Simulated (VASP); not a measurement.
Set up this calculation in VASP 6.6.1, as the native input.

```
Task                               : single point
Functional                         : r2SCAN0
Potentials or basis                : VASP PAW PBE potentials, release 64 (W_sv)
Cutoff                             : 520 eV
k mesh                             : 6 × 6 × 6
Occupations                        : fermi-dirac, width 0.05 eV
Spin                               : no spin polarisation
Dipole correction                  : no
Grid for exact exchange (PRECFOCK) : Normal
Further INCAR settings             : ALGO = Normal; EDIFF = 1e-06; NBANDS = 13
Share of exact exchange            : 0.25
```

Crystal: W.

```xyz
1
Lattice="0.0000 2.0300 2.0300 2.0300 0.0000 2.0300 2.0300 2.0300 0.0000" Properties=species:S:1:pos:R:3 pbc="T T T"
W     0.0000    0.0000    0.0000
```

This isn't the form of W at room conditions, which is bcc.

These files were run (other wordings do the same):

POSCAR

```
W
1.0
    0.0000000000      2.0300000000      2.0300000000
    2.0300000000      0.0000000000      2.0300000000
    2.0300000000      2.0300000000      0.0000000000
W
1
Direct
    0.0000000000      0.0000000000      0.0000000000
```

INCAR.step1

```
SYSTEM = W
PREC = Accurate
ENCUT = 520
EDIFF = 1E-5
ISMEAR = -1
SIGMA = 0.05
LREAL = .FALSE.
LASPH = .TRUE.
NELM = 60
ALGO = Normal
ISIF = 2
LWAVE = .TRUE.
LCHARG = .FALSE.
GGA = PE
NBANDS = 13
```

INCAR.step2

```
SYSTEM = W
PREC = Accurate
ENCUT = 520
EDIFF = 1E-6
ISMEAR = -1
SIGMA = 0.05
LREAL = .FALSE.
LASPH = .TRUE.
NELM = 60
ALGO = Normal
ISIF = 2
LWAVE = .FALSE.
LCHARG = .FALSE.
METAGGA = R2SCAN
LHFCALC = .TRUE.
AEXX = 0.25
LMIXTAU = .TRUE.
PRECFOCK = Normal
ISTART = 1
NBANDS = 13
```

KPOINTS

```
Automatic mesh
0
G
  6 6 6
  0 0 0
```

Potentials or basis: VASP PAW PBE potentials, release 64 (W_sv).

Launch:

```bash
$ cat potpaw_PBE.64/W_sv/POTCAR > POTCAR
$ cp INCAR.step1 INCAR
$ mpirun -np 1 vasp_std > vasp.out
$ cp INCAR.step2 INCAR
$ mpirun -np 1 vasp_std > vasp.out
```

It gave:

```
Pressure               : -12.2 GPa
Band gap on the k mesh : zero (bands 7 and 8 overlap by 4.19 eV)
```

Caveat: the k points lie up to 0.45 Å⁻¹ apart, too coarse for converged energies and pressures of a metal; the PAW data sets were made with another functional, which shifts forces and pressure a little; spin-orbit coupling is left out, which moves the levels of the heavy elements.

Run time: 21 min on 1 thread of AMD EPYC 7R13 Processor (Zen 3) (shared host), peak memory 0.13 GiB.
